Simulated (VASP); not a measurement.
# In5Bi7Te5Se7 (P1) in VASP: single point with PBE

Aim: the single point of In5Bi7Te5Se7 with PBE.

All numbers are computed with VASP 6.6.1; they aren't measurements. Logs are shortened: lines on timing, memory, paths and dates and some standing lists are left out, and cuts for length are marked.

## 1. The cell of the first run

The typed cell holds 24 atoms: a = 8.897 Å, b = 8.811 Å, c = 10.800 Å, α = 90.13°, β = 90.65°, γ = 120.38°.

## 2. Single point, PBE

INCAR

```
SYSTEM = In5Bi7Te5Se7
  ALGO = Fast
  EDIFF = 1E-6
  ENCUT = 520
  GGA = PE
  ISIF = 2
  ISMEAR = 0
  ISYM = 0
  LASPH = .True.
  LCHARG = .False.
  LREAL = Auto
  LWAVE = .False.
  NBANDS = 139
  NELM = 60
  PREC = Accurate
  SIGMA = 0.1
```

KPOINTS

```
Automatic mesh
0
Gamma
  2 2 2
  0.5 0.5 0.5
```

POSCAR

```
In5Bi7Te5Se7
1.0
   -6.2604476627     -6.3218539355      0.0251688973
    0.0499191740      6.2467658642      6.2142415481
   -6.1715147849      6.2580899549     -6.2754848127
Se In Te Bi
7 5 5 7
Direct
    0.6660405104      0.3345813855      0.8333179034
   -0.0015136210      0.4993978104      0.5018520877
    0.3290098814      0.6669413593      0.1693876568
    0.8384846273      0.6735970396      0.1705435629
    0.5005658037      0.9973973090      0.4938101361
    0.9960015002      0.9975709443      0.5012046305
    0.8318247615      0.1628578265      0.1683919577
    0.5088746737      1.0064989771      0.0048954634
    0.6844683807      0.3358464928      0.3344801643
    0.1515555028      0.3324696636      0.3345514567
    0.8360438838      0.6620821204      0.6616585078
    0.3266907299      0.6695269686      0.6517829910
    0.1662438023      0.3298896534      0.8364933209
    0.5009892173      0.5003608975      0.4955130090
    0.1638990724      0.8308220565      0.8382177243
    0.6651840276      0.8353843441      0.8300128161
    0.3333262710      0.1647597983      0.1718575787
   -0.0068853363     -0.0033628466      0.0081149194
    0.8260673693      0.1706811107      0.6563184419
    0.3363651685      0.1615414812      0.6581014833
    0.5092853747      0.5078971259      0.0074632082
   -0.0081740499      0.4967005247      1.0087168915
    0.6681180197      0.8388054855      0.3310451115
    0.1635965407      0.8268091711      0.3387229516
```

Potentials or basis: VASP PAW PBE potentials, release 64 (Se, In_d, Te, Bi_d).

The run is started by

```
cat potpaw_PBE.64/Se/POTCAR potpaw_PBE.64/In_d/POTCAR potpaw_PBE.64/Te/POTCAR potpaw_PBE.64/Bi_d/POTCAR > POTCAR
mpirun -np 1 vasp_std > vasp.out
```

OUTCAR:

```text
SYSTEM = In5Bi7Te5Se7
   EDIFF = 1E-6
   ENCUT = 520
   GGA = PE
   ISIF = 2
   ISMEAR = 0
   ISYM = 0
   LASPH = .True.
   LREAL = Auto
   NELM = 60
   PREC = Accurate

 ion  position               nearest neighbor table
   1  0.666  0.335  0.833-  22 3.12  11 3.12   8 3.12  20 3.14  19 3.15  21 3.16
   2  0.998  0.499  0.502-  12 2.98   9 2.99  19 3.02  11 3.04  10 3.06  24 3.06
   3  0.329  0.667  0.169-  22 3.10  24 3.10  23 3.11  10 3.12   8 3.15  21 3.15
   4  0.838  0.674  0.171-  18 3.03  21 3.06  24 3.07  22 3.09  23 3.11   9 3.13
   5  0.501  0.997  0.494-  19 3.03  12 3.04  24 3.06  23 3.07  20 3.09   9 3.11
   6  0.996  0.998  0.501-  20 3.09  23 3.10  11 3.10  19 3.13  10 3.13  24 3.14
[... 16 lines left out ...]
  23  0.668  0.839  0.331-   7 3.04   5 3.07   6 3.10   3 3.11   4 3.11  14 3.14
  24  0.164  0.827  0.339-   5 3.06   2 3.06   4 3.07   3 3.10   6 3.14  17 3.15

IMPORTANT INFORMATION: All symmetrisations will be switched off!
NOSYMM: (Re-)initialisation of all symmetry stuff for point group C_1.

----------------------------------------------------------------------------------------

                                     Primitive cell

  volume of cell :     730.3321

  direct lattice vectors                    reciprocal lattice vectors
    -6.260447663 -6.321853936  0.025168897    -0.106925007 -0.052083176  0.053214703
     0.049919174  6.246765864  6.214241548    -0.054105780  0.054006490  0.107066166
    -6.171514785  6.258089955 -6.275484813    -0.054006596  0.053270546 -0.053115518

  length of vectors
     8.897172337  8.811434259 10.799675655     0.130297425  0.131557213  0.092605193

  position of ions in fractional coordinates (direct lattice)
     0.666040510  0.334581386  0.833317903
     0.998486379  0.499397810  0.501852088
     0.329009881  0.666941359  0.169387657
     0.838484627  0.673597040  0.170543563
     0.500565804  0.997397309  0.493810136
     0.996001500  0.997570944  0.501204630
[... 16 lines left out ...]
     0.668118020  0.838805486  0.331045112
     0.163596541  0.826809171  0.338722952

  ion indices of the primitive-cell ions
   primitive index   ion index
                 1           1
                 2           2
                 3           3
                 4           4
                 5           5
                 6           6
[... 16 lines left out ...]
                23          23
                24          24

----------------------------------------------------------------------------------------

 KPOINTS: Automatic mesh

Automatic generation of k-mesh.
 Grid dimensions read from file:
 generate k-points for:    2    2    2

 Generating k-lattice:

  Cartesian coordinates                     Fractional coordinates (reciprocal lattice)
    -0.053462504 -0.026041588  0.026607351     0.500000000 -0.000000000 -0.000000000
    -0.027052890  0.027003245  0.053533083    -0.000000000  0.500000000  0.000000000
    -0.027003298  0.026635273 -0.026557759     0.000000000  0.000000000  0.500000000

  Length of vectors
     0.065148713  0.065778607  0.046302596

  Shift w.r.t. Gamma in fractional coordinates (k-lattice)
     0.500000000  0.500000000  0.500000000

 Subroutine IBZKPT returns following result:
 ===========================================

 Found      4 irreducible k-points:

 Following reciprocal coordinates:
            Coordinates               Weight
  0.250000  0.250000  0.250000      2.000000
 -0.250000  0.250000  0.250000      2.000000
  0.250000 -0.250000  0.250000      2.000000
 -0.250000 -0.250000  0.250000      2.000000
   k-points           NKPTS =      4   k-points in BZ     NKDIM =      4   number of bands    NBANDS=    139
   number of dos      NEDOS =    301   number of ions     NIONS =     24
   total plane-waves  NPLWV = 392000
   dimension x,y,z NGX =    70 NGY =   70 NGZ =   80
   dimension x,y,z NGXF=   140 NGYF=  140 NGZF=  160
   ions per type =               7   5   5   7
   NGX,Y,Z   is equivalent  to a cutoff of  13.08, 13.21, 12.31 a.u.
   NGXF,Y,Z  is equivalent  to a cutoff of  26.16, 26.41, 24.63 a.u.
 SYSTEM =  In5Bi7Te5Se7
   PREC   = accura    normal or accurate (medium, high low for compatibility)
   ISTART =      0    job   : 0-new  1-cont  2-samecut
   ICHARG =      2    charge: 1-file 2-atom 10-const
   ISPIN  =      1    spin polarized calculation?
   LNONCOLLINEAR =      F non collinear calculations
   LSORBIT =      F    spin-orbit coupling
   LASPH  =      T    aspherical Exc in radial PAW
   ENCUT  =  520.0 eV  38.22 Ry    6.18 a.u.  16.54 16.38 20.08*2*pi/ulx,y,z
   NELM   =     60;   NELMIN=  2; NELMDL= -5     # of ELM steps
   EDIFF  = 0.1E-05   stopping-criterion for ELM
   LREAL  =      T    real-space projection
   EDIFFG = 0.1E-04   stopping-criterion for IOM
   NSW    =      0    number of steps for IOM
   IBRION =     -1    ionic relax: 0-MD 1-quasi-New 2-CG
   NFREE  =      0    steps in history (QN), initial steepest desc. (CG)
   ISIF   =      2    stress and relaxation
   ISYM   =      0    0-nonsym 1-usesym 2-fastsym
   POTIM  = 0.5000    time-step for ionic-motion
   TEBEG  =    0.0;   TEEND  =   0.0 temperature during run
   PSTRESS=    0.0 pullay stress
   NELECT =     242.0000    total number of electrons
   NUPDOWN=      -1.0000    fix difference up-down
   EMIN   =  10.00;   EMAX   =-10.00  energy-range for DOS
   EFERMI =   0.00;   METHOD = LEGACY
   ISMEAR =     0;   SIGMA  =   0.10  broadening in eV -4-tet -1-fermi 0-gaus
   EFERMI_NEDOS =   21; number of points for ismear=-14 and -15
   IALGO  =     68    algorithm
   IMIX   =      4    mixing-type and parameters
     AMIX     =   0.40;   BMIX     =  1.00
     AMIX_MAG =   1.60;   BMIX_MAG =  1.00
  volume/ion in A,a.u.               =      30.43       205.36
  Fermi-wavevector in a.u.,A,eV,Ry     =   1.132852  2.140780 17.461085  1.283354
  Thomas-Fermi vector in A             =   2.269554
   LORBIT       =      0    0 simple, 1 ext, 2 COOP (PROOUT), +10 PAW based schemes
   GGA     = PE    functional components
   LHFCALC =     F    Hartree Fock is set to
   AEXX    =    0.0000 exact exchange contribution
   IVDW    =     0    specifies the selected vdW correction
   LEPSILON=     F    determine dielectric tensor
   LRPA    =     F    only Hartree local field effects (RPA)
 non-spin polarized calculation
 RMM-DIIS sequential band-by-band and
 Gauss-broadening in eV      SIGMA  =   0.10
  energy-cutoff  :      520.00
  volume of cell :      730.33
 maximum number of plane-waves:     19682
 NGX is ok and might be reduce to    70
   NGX = 33   NGY = 33   NGZ = 41

 number of electron     242.0000002 magnetization

 Free energy of the ion-electron system (eV)
  ---------------------------------------------------
  ext. energy  EPLUGINS =         0.00000000
  ---------------------------------------------------
  free energy    TOTEN  =       -86.39286430 eV

  energy without entropy =      -86.34282906  energy(sigma->0) =      -86.36784668

 E-fermi :   5.9464     XC(G=0):  -9.4537

 val. band max:        5.8943088707   @ k =   0.2500   0.2500   0.2500
 cond. band min:       6.0119154994   @ k =   0.2500   0.2500   0.2500
 fundamental gap:      0.1176066286
 Fermi energy:         5.9464390829

 k-point     1 :       0.2500    0.2500    0.2500
  band No.  band energies     occupation
      1     -17.6497      2.00000
      2     -17.6445      2.00000
      3     -17.6307      2.00000
      4     -17.6263      2.00000
      5     -17.6161      2.00000
      6     -17.4744      2.00000
[... 125 lines left out ...]
    132       7.9796      0.00000
    133       8.0538      0.00000

 k-point     2 :      -0.2500    0.2500    0.2500
  band No.  band energies     occupation
      1     -17.6498      2.00000
      2     -17.6447      2.00000
      3     -17.6307      2.00000
      4     -17.6263      2.00000
      5     -17.6161      2.00000
      6     -17.4745      2.00000
[... 125 lines left out ...]
    132       7.3789      0.00000
    133       7.4600      0.00000

 k-point     3 :       0.2500   -0.2500    0.2500
  band No.  band energies     occupation
      1     -17.6498      2.00000
      2     -17.6447      2.00000
      3     -17.6308      2.00000
      4     -17.6263      2.00000
      5     -17.6161      2.00000
      6     -17.4746      2.00000
[... 125 lines left out ...]
    132       7.9109      0.00000
    133       8.0364      0.00000

 k-point     4 :      -0.2500   -0.2500    0.2500
  band No.  band energies     occupation
      1     -17.6497      2.00000
      2     -17.6445      2.00000
      3     -17.6307      2.00000
      4     -17.6263      2.00000
      5     -17.6161      2.00000
      6     -17.4744      2.00000
[... 125 lines left out ...]
    132       7.6388      0.00000
    133       7.8973      0.00000
 [bands above 133 left out]

------------------------ aborting loop because EDIFF is reached ----------------------------------------

  FORCE on cell =-STRESS in cart. coord.  units (eV):
  Direction    XX          YY          ZZ          XY          YZ          ZX
  --------------------------------------------------------------------------------------
  -------------------------------------------------------------------------------------
  Total       -0.0902365     -0.1730113     -0.0230963     -0.1366266      0.0085783     -0.0505202
  in kB       -0.1979578     -0.3795462     -0.0506678     -0.2997266      0.0188188     -0.1108294
  external PRESSURE =      -0.2093906 kB  Pullay stress =       0.0000000 kB

 VOLUME and BASIS-vectors are now :
 -----------------------------------------------------------------------------
  energy-cutoff  :      520.00
  volume of cell :      730.33
      direct lattice vectors                 reciprocal lattice vectors
    -6.260447663 -6.321853936  0.025168897    -0.106925007 -0.052083176  0.053214703
     0.049919174  6.246765864  6.214241548    -0.054105780  0.054006490  0.107066166
    -6.171514785  6.258089955 -6.275484813    -0.054006596  0.053270546 -0.053115518

 POSITION                                       TOTAL-FORCE (eV/Angst)
 -----------------------------------------------------------------------------------
     -9.29584      3.09442     -3.13354        -0.003622     -0.010040      0.003938
     -9.32323     -0.05203     -0.02086        -0.002902      0.002143      0.009244
     -3.07183      3.14632      3.08983        -0.001337      0.010416     -0.011873
     -6.26818     -0.02570      3.13675        -0.003087      0.002082      0.001070
     -6.13153      6.15631      3.11177         0.013896      0.001802     -0.011843
     -9.27881      3.07160      3.07891        -0.005629      0.000317     -0.005917
[... 16 lines left out ...]
     -6.18390      3.08779      3.15189         0.011515      0.007293     -0.015031
     -3.07335      6.25041      3.01646         0.000683      0.003737      0.003429
 -----------------------------------------------------------------------------------
    total drift:                                0.038242      0.006013      0.004449

  FREE ENERGIE OF THE ION-ELECTRON SYSTEM (eV)
  ---------------------------------------------------
  free  energy   TOTEN  =       -86.3928643003 eV

  energy  without entropy=      -86.3428290571  energy(sigma->0) =      -86.36784668
```

Run time: 21 min. Hardware: 1 thread of Oxide Virtual Turin-like, shared host; peak memory 0.93 GiB.

What came out:

* Free energy: -86.3929 eV
* Pressure: 0.0 GPa
* Largest force: 0.031 eV/Å
* Band gap on the k mesh: zero (bands 121 and 122 overlap by 0.44 eV)

Forces on the atoms (eV/Å):
```
Se  -0.004 -0.010  0.004
Se  -0.003  0.002  0.009
Se  -0.001  0.010 -0.012
Se  -0.003  0.002  0.001
Se   0.014  0.002 -0.012
Se  -0.006  0.000 -0.006
Se   0.009  0.009  0.002
In   0.005  0.009 -0.005
In  -0.003 -0.009 -0.001
In  -0.007 -0.008  0.017
In   0.001  0.002  0.010
In   0.006  0.000  0.016
Te  -0.008  0.014 -0.009
Te  -0.007  0.008 -0.006
Te  -0.003  0.001 -0.003
Te  -0.003 -0.006 -0.001
Te  -0.001 -0.009 -0.015
Bi  -0.006  0.002 -0.001
Bi   0.006  0.016 -0.012
Bi  -0.004 -0.005  0.005
Bi   0.012 -0.026  0.012
Bi  -0.007 -0.016  0.018
Bi   0.012  0.007 -0.015
Bi   0.001  0.004  0.003
```

Caveat: the k points lie up to 0.41 Å⁻¹ apart; spin-orbit coupling is left out, which moves the levels of the heavy elements.

The gap in the log of VASP goes by the Fermi energy; the results here count the filled bands.